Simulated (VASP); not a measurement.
Wanted: the native input for a VASP 6.6.1 run.

- Task: single point
- Functional: PBE
- Potentials or basis: VASP PAW PBE potentials, release 64 (Ti_sv, Al)
- Cutoff: 520 eV
- k mesh: 11 × 11 × 6
- Occupations: fermi-dirac, width 0.05 eV
- Spin: no spin polarisation
- Dipole correction: no
- Further INCAR settings: ALGO = Normal; EDIFF = 1e-06; NBANDS = 14

The structure of TiAl lies in POSCAR:

```
TiAl
1.0
    2.8480182822      0.0000000000      0.0000000000
   -1.4240091410      2.4664561828      0.0000000000
    0.0000000000      0.0000000000      4.6466855238
Ti Al
1 1
Direct
    0.0000000000      0.0000000000      0.0000000000
    0.3333333333      0.6666666667      0.5000000000
```

This cell differs from its parent crystal: volume scaled by 0.98.

These files were run (other wordings do the same):

INCAR

```
SYSTEM = TiAl
PREC     = Accurate       ! precision mode
ENCUT    = 520            ! plane-wave cutoff, eV
EDIFF    = 1E-6           ! SCF threshold, eV
ISMEAR   = -1             ! smearing method
SIGMA    = 0.05           ! smearing width, eV
LREAL    = .False.        ! projectors in reciprocal space
LASPH    = .True.         ! aspherical terms in the spheres
NELM     = 100            ! most SCF steps
ALGO     = Normal         ! electronic algorithm
ISIF     = 2              ! what is computed and relaxed
LWAVE    = .False.        ! write WAVECAR
LCHARG   = .False.        ! write CHGCAR
GGA      = PE             ! functional
NBANDS   = 14             ! bands
```

KPOINTS

```
regular mesh
0
Gamma
  11 11 6
  0 0 0
```

Potentials or basis: VASP PAW PBE potentials, release 64 (Ti_sv, Al).

Launch:

```console
$ cat potpaw_PBE.64/Ti_sv/POTCAR potpaw_PBE.64/Al/POTCAR > POTCAR
$ mpirun -np 1 vasp_std > vasp.out
```

It gave:

| Quantity | Value |
| --- | --- |
| Pressure | 2.4 GPa |

It took 23 s on 1 thread of Intel(R) Xeon(R) Platinum 8488C (Sapphire Rapids), on a shared host, peak memory 0.17 GiB.
